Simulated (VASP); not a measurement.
Input of a VASP 6.6.1 run:

File INCAR:

```
SYSTEM = B16P17
PREC = Accurate
ENCUT = 520
EDIFF = 1E-7
ISMEAR = 0
SIGMA = 0.01
LREAL = Auto
LASPH = .TRUE.
NELM = 150
ALGO = Normal
ISIF = 2
LWAVE = .FALSE.
LCHARG = .FALSE.
ISPIN = 2
MAGMOM = 0 0 0.091 0 0.091 0 0 0.091 0 0 0 0.091 0.091 0 0.091 0 0 0 0.091 0 0.091 0 0 0 0.091 0 0 0.091 0 0 0 0 0.091
LORBIT = 11
GGA = PE
NELECT = 131.0
NBANDS = 92
```

KPOINTS

```
regular mesh
0
G
  3 3 3
  0 0 0
```

POSCAR

```
B16P17
1.0
   -4.5481927936      4.5481927936     -4.5481927936
    4.5481927936     -4.5481927936     -4.5481927936
   -4.5481927936     -4.5481927936      4.5481927936
B P
16 17
Direct
    0.0000000000      0.2500000000      0.7500000000
    0.7500000000      0.2500000000      1.0000000000
    0.5000000000      0.2448074037      0.2448074037
    0.2500000000      0.0000000000      0.7500000000
    0.2448074037      0.2448074037      0.5000000000
    1.0191535101      1.0191535101      1.0191535101
    0.7500000000      0.0000000000      0.2500000000
    0.5000000000      0.7551925963      0.7551925963
    0.5000000000     -0.0191535101      0.5000000000
    0.2500000000      0.7500000000      1.0000000000
    0.0000000000      0.7500000000      0.2500000000
    0.7551925963      0.5000000000      0.7551925963
    0.7551925963      0.7551925963      0.5000000000
    0.5000000000      0.5000000000      0.9808464899
    0.2448074037      0.5000000000      0.2448074037
   -0.0191535101      0.5000000000      0.5000000000
    0.0004795637      0.5000000000      0.7522306562
    0.7522306562      0.5000000000      0.0004795637
    0.5000000000      0.5000000000      0.2237989280
    0.2477693438      0.2477693438      0.7482489075
    0.2237989280      0.5000000000      0.5000000000
   -0.0004795637      0.2517510925     -0.0004795637
    0.7482489075      0.2477693438      0.2477693438
    0.5000000000      0.0004795637      0.7522306562
    0.5000000000      0.2237989280      0.5000000000
    0.2517510925     -0.0004795637     -0.0004795637
   -0.0004795637     -0.0004795637      0.2517510925
    0.7762010720      0.7762010720      0.7762010720
    0.7522306562      0.0004795637      0.5000000000
    0.5000000000      0.7522306562      0.0004795637
    0.2477693438      0.7482489075      0.2477693438
    0.0004795637      0.7522306562      0.5000000000
    0.5000000000      0.5000000000      0.5000000000
```

Potentials or basis: VASP PAW PBE potentials, release 64 (B, P).

Command:

```bash
$ cat potpaw_PBE.64/B/POTCAR potpaw_PBE.64/P/POTCAR > POTCAR
$ mpirun -np 1 vasp_std > vasp.out
```

Question: Predict the net moment.

Answer: 0.19 μB per cell.

Question: Estimate the site moments.

Answer: B +0.00; P +0.00, +0.01, +0.02 (each value once) μB.

Question: Estimate the largest force.

Answer: 0.034 eV/Å.

Forces in eV/Å, atoms in the order of the input:
```
B    0.000  0.000  0.000
B    0.000  0.000  0.000
B    0.000  0.006  0.000
B    0.000  0.000  0.000
B    0.000  0.000  0.006
B   -0.009 -0.009 -0.009
B    0.000  0.000  0.000
B    0.000 -0.006  0.000
B   -0.009  0.009  0.009
B    0.000  0.000  0.000
B    0.000  0.000  0.000
B   -0.006  0.000  0.000
B    0.000  0.000 -0.006
B    0.009  0.009 -0.009
B    0.006  0.000  0.000
B    0.009 -0.009  0.009
P    0.011  0.008 -0.008
P    0.011 -0.008  0.008
P   -0.020 -0.020  0.020
P   -0.008 -0.008 -0.011
P   -0.020  0.020 -0.020
P   -0.011  0.008  0.008
P   -0.008 -0.011 -0.008
P    0.008  0.011 -0.008
P    0.020 -0.020 -0.020
P    0.008 -0.011  0.008
P    0.008  0.008 -0.011
P    0.020  0.020  0.020
P    0.008 -0.008  0.011
P   -0.008  0.011  0.008
P   -0.011 -0.008 -0.008
P   -0.008  0.008  0.011
P    0.000  0.000  0.000
```

Caveat: the cell carries a net charge on a neutralising background, which shifts energy and pressure; the cell differs from its parent crystal (with an interstitial atom, then relaxed in part).
